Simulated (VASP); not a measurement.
# AlN (P6_3mc) in VASP: a series of runs

The runs below take AlN through single point, with PBE.

All numbers are computed with VASP 6.6.1; they aren't measurements. Logs are shortened: lines on timing, memory, paths and dates and some standing lists are left out, and cuts for length are marked.

## Step 1: The cell of the first run

The structure is hexagonal, space group P6_3mc (No. 186). The conventional cell has a = 3.107 Å, b = 3.107 Å, c = 4.979 Å, α = 90.00°, β = 90.00°, γ = 120.00°. Within 2.5 Å of Al (site symmetry 3m) lie 4 N at 1.89 to 1.90 Å. Within 2.5 Å of N (site symmetry 3m) lie 4 Al at 1.89 to 1.90 Å.

## Step 2: Single point, PBE

Input file INCAR:

```
ALGO = Normal ; EDIFF = 1E-6
ENCUT = 600 ; GGA = PE
GGA_COMPAT = False ; ISIF = 2
ISMEAR = 0 ; LASPH = True
LCHARG = False ; LREAL = False
LWAVE = False ; NBANDS = 16
NELM = 120 ; PREC = Accurate
SIGMA = 0.01
```

Input file KPOINTS:

```
k-points
0
Gamma
  6 6 4
```

Input file POSCAR:

```
AlN
1.0
    3.1066937604      0.0000000000      0.0000000000
   -1.5533468802      2.6904757183      0.0000000000
    0.0000000000      0.0000000000      4.9785915490
Al N
2 2
Direct
    0.3333333333      0.6666666667     -0.0032954727
    0.6666666667      0.3333333333      0.4967045273
    0.3333333333      0.6666666667      0.3782954727
    0.6666666667      0.3333333333      0.8782954727
```

Potentials or basis: VASP PAW PBE potentials, release 64 (Al, N).

Command:

```sh
> cat potpaw_PBE.64/Al/POTCAR potpaw_PBE.64/N/POTCAR > POTCAR
> mpirun -np 1 vasp_std > vasp.out
```

OUTCAR:

```text
EDIFF = 1E-6
   ENCUT = 600
   GGA = PE
   ISIF = 2
   ISMEAR = 0
   LASPH = True
   LREAL = False
   NELM = 120
   PREC = Accurate

 ion  position               nearest neighbor table
   1  0.333  0.667  0.997-   4 1.89   4 1.89   4 1.89   3 1.90   2 3.07   2 3.07   2 3.07   2 3.07
                             2 3.07   2 3.07
   2  0.667  0.333  0.497-   3 1.89   3 1.89   3 1.89   4 1.90   1 3.07   1 3.07   1 3.07   1 3.07
                             1 3.07   1 3.07
   3  0.333  0.667  0.378-   2 1.89   2 1.89   2 1.89   1 1.90
   4  0.667  0.333  0.878-   1 1.89   1 1.89   1 1.89   2 1.90

  LATTYP: Found a hexagonal cell.
 ALAT       =     3.1066937604
 C/A-ratio  =     1.6025369518

  Lattice vectors:

 A1 = (   3.1066937604,   0.0000000000,   0.0000000000)
 A2 = (  -1.5533468802,   2.6904757183,   0.0000000000)
 A3 = (   0.0000000000,   0.0000000000,   4.9785915490)

Analysis of symmetry for initial positions (statically):
=====================================================================
 Subroutine PRICEL returns:
 Original cell was already a primitive cell.

 Routine SETGRP: Setting up the symmetry group for a
 hexagonal supercell.

 Subroutine GETGRP returns: Found 12 space group operations
 (whereof  6 operations were pure point group operations)
 out of a pool of 24 trial point group operations.

The static configuration has the point symmetry C_3v.
 The point group associated with its full space group is C_6v.

Analysis of symmetry for dynamics (positions and initial velocities):
=====================================================================
 Subroutine PRICEL returns:
 Original cell was already a primitive cell.

 Routine SETGRP: Setting up the symmetry group for a
 hexagonal supercell.

 Subroutine GETGRP returns: Found 12 space group operations
 (whereof  6 operations were pure point group operations)
 out of a pool of 24 trial point group operations.

The dynamic configuration has the point symmetry C_3v.
 The point group associated with its full space group is C_6v.

 Subroutine INISYM returns: Found 12 space group operations
 (whereof  6 operations are pure point group operations),
 and found     1 'primitive' translations

----------------------------------------------------------------------------------------

                                     Primitive cell

  volume of cell :      41.6135

  direct lattice vectors                    reciprocal lattice vectors
     3.106693760  0.000000000  0.000000000     0.321885605  0.185840741  0.000000000
    -1.553346880  2.690475718  0.000000000     0.000000000  0.371681481  0.000000000
     0.000000000  0.000000000  4.978591549     0.000000000  0.000000000  0.200860020

  length of vectors
     3.106693760  3.106693760  4.978591549     0.371681481  0.371681481  0.200860020

  position of ions in fractional coordinates (direct lattice)
     0.333333333  0.666666667  0.996704527
     0.666666667  0.333333333  0.496704527
     0.333333333  0.666666667  0.378295473
     0.666666667  0.333333333  0.878295473

  ion indices of the primitive-cell ions
   primitive index   ion index
                 1           1
                 2           2
                 3           3
                 4           4

----------------------------------------------------------------------------------------

 KPOINTS: k-points

Automatic generation of k-mesh.
 Grid dimensions read from file:
 generate k-points for:    6    6    4

 Generating k-lattice:

  Cartesian coordinates                     Fractional coordinates (reciprocal lattice)
     0.053647601  0.030973457  0.000000000     0.166666667  0.000000000  0.000000000
     0.000000000  0.061946914  0.000000000     0.000000000  0.166666667  0.000000000
     0.000000000  0.000000000  0.050215005     0.000000000  0.000000000  0.250000000

  Length of vectors
     0.061946914  0.061946914  0.050215005

  Shift w.r.t. Gamma in fractional coordinates (k-lattice)
     0.000000000  0.000000000  0.000000000

 Subroutine IBZKPT returns following result:
 ===========================================

 Found     21 irreducible k-points:

 Following reciprocal coordinates:
            Coordinates               Weight
  0.000000  0.000000  0.000000      1.000000
  0.166667  0.000000  0.000000      6.000000
  0.333333  0.000000  0.000000      6.000000
  0.500000  0.000000  0.000000      3.000000
  0.166667  0.166667  0.000000      6.000000
  0.333333  0.166667  0.000000     12.000000
[... 13 lines left out ...]
  0.333333  0.166667  0.500000     12.000000
  0.333333  0.333333  0.500000      2.000000
   k-points           NKPTS =     21   k-points in BZ     NKDIM =     21   number of bands    NBANDS=     16
   number of dos      NEDOS =    301   number of ions     NIONS =      4
   total plane-waves  NPLWV =  31360
   dimension x,y,z NGX =    28 NGY =   28 NGZ =   40
   dimension x,y,z NGXF=    56 NGYF=   56 NGZF=   80
   ions per type =               2   2
   NGX,Y,Z   is equivalent  to a cutoff of  14.98, 14.98, 13.36 a.u.
   NGXF,Y,Z  is equivalent  to a cutoff of  29.97, 29.97, 26.71 a.u.
 SYSTEM =  unknown system
   PREC   = accura    normal or accurate (medium, high low for compatibility)
   ISTART =      0    job   : 0-new  1-cont  2-samecut
   ICHARG =      2    charge: 1-file 2-atom 10-const
   ISPIN  =      1    spin polarized calculation?
   LNONCOLLINEAR =      F non collinear calculations
   LSORBIT =      F    spin-orbit coupling
   LASPH  =      T    aspherical Exc in radial PAW
   ENCUT  =  600.0 eV  44.10 Ry    6.64 a.u.   6.20  6.20  9.94*2*pi/ulx,y,z
   NELM   =    120;   NELMIN=  2; NELMDL= -5     # of ELM steps
   EDIFF  = 0.1E-05   stopping-criterion for ELM
   LREAL  =      F    real-space projection
   EDIFFG = 0.1E-04   stopping-criterion for IOM
   NSW    =      0    number of steps for IOM
   IBRION =     -1    ionic relax: 0-MD 1-quasi-New 2-CG
   NFREE  =      0    steps in history (QN), initial steepest desc. (CG)
   ISIF   =      2    stress and relaxation
   ISYM   =      2    0-nonsym 1-usesym 2-fastsym
   POTIM  = 0.5000    time-step for ionic-motion
   TEBEG  =    0.0;   TEEND  =   0.0 temperature during run
   PSTRESS=    0.0 pullay stress
   NELECT =      16.0000    total number of electrons
   NUPDOWN=      -1.0000    fix difference up-down
   EMIN   =  10.00;   EMAX   =-10.00  energy-range for DOS
   EFERMI =   0.00;   METHOD = LEGACY
   ISMEAR =     0;   SIGMA  =   0.01  broadening in eV -4-tet -1-fermi 0-gaus
   EFERMI_NEDOS =   21; number of points for ismear=-14 and -15
   IALGO  =     38    algorithm
   IMIX   =      4    mixing-type and parameters
     AMIX     =   0.40;   BMIX     =  1.00
     AMIX_MAG =   1.60;   BMIX_MAG =  1.00
  volume/ion in A,a.u.               =      10.40        70.21
  Fermi-wavevector in a.u.,A,eV,Ry     =   1.190429  2.249585 19.281103  1.417121
  Thomas-Fermi vector in A             =   2.326514
   LORBIT       =      0    0 simple, 1 ext, 2 COOP (PROOUT), +10 PAW based schemes
   GGA     = PE    functional components
   LHFCALC =     F    Hartree Fock is set to
   AEXX    =    0.0000 exact exchange contribution
   IVDW    =     0    specifies the selected vdW correction
   LEPSILON=     F    determine dielectric tensor
   LRPA    =     F    only Hartree local field effects (RPA)
 non-spin polarized calculation
 Gauss-broadening in eV      SIGMA  =   0.01
  energy-cutoff  :      600.00
  volume of cell :       41.61
 maximum number of plane-waves:      1412
 NGX is ok and might be reduce to    28
   NGX = 13   NGY = 13   NGZ = 19

 number of electron      16.0000001 magnetization

 Free energy of the ion-electron system (eV)
  ---------------------------------------------------
  ext. energy  EPLUGINS =         0.00000000
  ---------------------------------------------------
  free energy    TOTEN  =       -29.76955803 eV

  energy without entropy =      -29.76955803  energy(sigma->0) =      -29.76955803

 E-fermi :   6.2454     XC(G=0): -10.9266

 val. band max:        6.1862915563   @ k =   0.0000   0.0000   0.0000
 cond. band min:      10.4297578785   @ k =   0.0000   0.0000   0.0000
 fundamental gap:      4.2434663223
 Fermi energy:         6.2454452587

 k-point     1 :       0.0000    0.0000    0.0000
  band No.  band energies     occupation
      1      -9.0213      2.00000
      2      -6.8665      2.00000
      3       0.1764      2.00000
      4       5.3269      2.00000
      5       5.3269      2.00000
      6       5.9759      2.00000
[... 8 lines left out ...]
     15      19.3683      0.00000
     16      19.3683      0.00000

 k-point     2 :       0.1667    0.0000    0.0000
  band No.  band energies     occupation
      1      -8.6728      2.00000
      2      -6.6775      2.00000
      3       0.5940      2.00000
      4       3.9055      2.00000
      5       4.6880      2.00000
      6       4.9344      2.00000
[... 8 lines left out ...]
     15      18.5795      0.00000
     16      19.0133      0.00000

 k-point     3 :       0.3333    0.0000    0.0000
  band No.  band energies     occupation
      1      -7.7730      2.00000
      2      -6.3416      2.00000
      3       1.6741      2.00000
      4       1.7507      2.00000
      5       2.8585      2.00000
      6       4.3438      2.00000
[... 8 lines left out ...]
     15      18.3146      0.00000
     16      20.6296      0.00000

 k-point     4 :       0.5000    0.0000    0.0000
  band No.  band energies     occupation
      1      -7.0443      2.00000
      2      -6.3470      2.00000
      3       0.7250      2.00000
      4       2.0118      2.00000
      5       2.8366      2.00000
      6       4.0978      2.00000
[... 8 lines left out ...]
     15      19.0372      0.00000
     16      21.3681      0.00000
[... 267 lines left out ...]
 k-point    19 :       0.1667    0.1667    0.5000
  band No.  band energies     occupation
      1      -7.3173      2.00000
      2      -7.3173      2.00000
      3       1.9695      2.00000
      4       1.9695      2.00000
      5       4.3511      2.00000
      6       4.3511      2.00000
[... 8 lines left out ...]
     15      19.1671      0.00000
     16      19.1671      0.00000

 k-point    20 :       0.3333    0.1667    0.5000
  band No.  band energies     occupation
      1      -6.6901      2.00000
      2      -6.6901      2.00000
      3       1.0218      2.00000
      4       1.0218      2.00000
      5       3.5557      2.00000
      6       3.5557      2.00000
[... 8 lines left out ...]
     15      19.6831      0.00000
     16      19.6831      0.00000

 k-point    21 :       0.3333    0.3333    0.5000
  band No.  band energies     occupation
      1      -6.4633      2.00000
      2      -6.4633      2.00000
      3       1.3445      2.00000
      4       1.3445      2.00000
      5       2.3145      2.00000
      6       2.3145      2.00000
[... 8 lines left out ...]
     15      20.0378      0.00000
     16      20.0378      0.00000

------------------------ aborting loop because EDIFF is reached ----------------------------------------

  FORCE on cell =-STRESS in cart. coord.  units (eV):
  Direction    XX          YY          ZZ          XY          YZ          ZX
  --------------------------------------------------------------------------------------
  -------------------------------------------------------------------------------------
  Total        1.1245542      1.1245542      1.0782159      0.0000000     -0.0000000      0.0000000
  in kB       43.2969139     43.2969139     41.5128255      0.0000000     -0.0000000      0.0000000
  external PRESSURE =      42.7022177 kB  Pullay stress =       0.0000000 kB

 VOLUME and BASIS-vectors are now :
 -----------------------------------------------------------------------------
  energy-cutoff  :      600.00
  volume of cell :       41.61
      direct lattice vectors                 reciprocal lattice vectors
     3.106693760  0.000000000  0.000000000     0.321885605  0.185840741  0.000000000
    -1.553346880  2.690475718  0.000000000     0.000000000  0.371681481  0.000000000
     0.000000000  0.000000000  4.978591549     0.000000000  0.000000000  0.200860020

 POSITION                                       TOTAL-FORCE (eV/Angst)
 -----------------------------------------------------------------------------------
     -0.00000      1.79365      4.96218        -0.000000     -0.000000     -0.010160
      1.55335      0.89683      2.47289         0.000000      0.000000     -0.010160
     -0.00000      1.79365      1.88338         0.000000      0.000000      0.010160
      1.55335      0.89683      4.37267        -0.000000      0.000000      0.010160
 -----------------------------------------------------------------------------------
    total drift:                               -0.000000      0.000000     -0.001065

  FREE ENERGIE OF THE ION-ELECTRON SYSTEM (eV)
  ---------------------------------------------------
  free  energy   TOTEN  =       -29.7695580253 eV

  energy  without entropy=      -29.7695580253  energy(sigma->0) =      -29.76955803
```

It took 35 s on 1 thread of Intel Xeon 8259CL, shared host; peak memory 0.17 GiB.

Results:

```
Free energy            : -29.7696 eV
Pressure               : 4.3 GPa
Largest force          : 0.010 eV/Å
Band gap on the k mesh : 4.24 eV
```

Forces in eV/Å, atoms in the order of the input:
```
Al   0.000  0.000 -0.010
Al   0.000  0.000 -0.010
N    0.000  0.000  0.010
N    0.000  0.000  0.010
```

Levels at points of the mesh, in eV from the valence-band top:
| k point | band 4 | band 5 | band 6 | band 7 | band 8 | band 9 | band 10 | band 11 | band 12 | band 13 |
| --- | --- | --- | --- | --- | --- | --- | --- | --- | --- | --- |
| (0.00, 0.00, 0.00) | -0.86 | -0.86 | -0.21 | -0.21 | 0.00 | 4.24 | 6.70 | 10.64 | 11.19 | 11.19 |
| (0.50, 0.00, 0.00) | -4.17 | -3.35 | -2.09 | -1.78 | -0.69 | 5.81 | 5.83 | 8.22 | 10.31 | 10.94 |
| (0.00, 0.00, 0.50) | -3.34 | -0.54 | -0.54 | -0.54 | -0.54 | 6.51 | 6.51 | 10.35 | 10.35 | 11.51 |
| (0.50, 0.00, 0.50) | -5.61 | -1.47 | -1.47 | -1.37 | -1.37 | 5.32 | 5.32 | 9.28 | 9.28 | 11.86 |

Caveat: the cell stands under pressure.

(Part 1 of 2 ends here.)
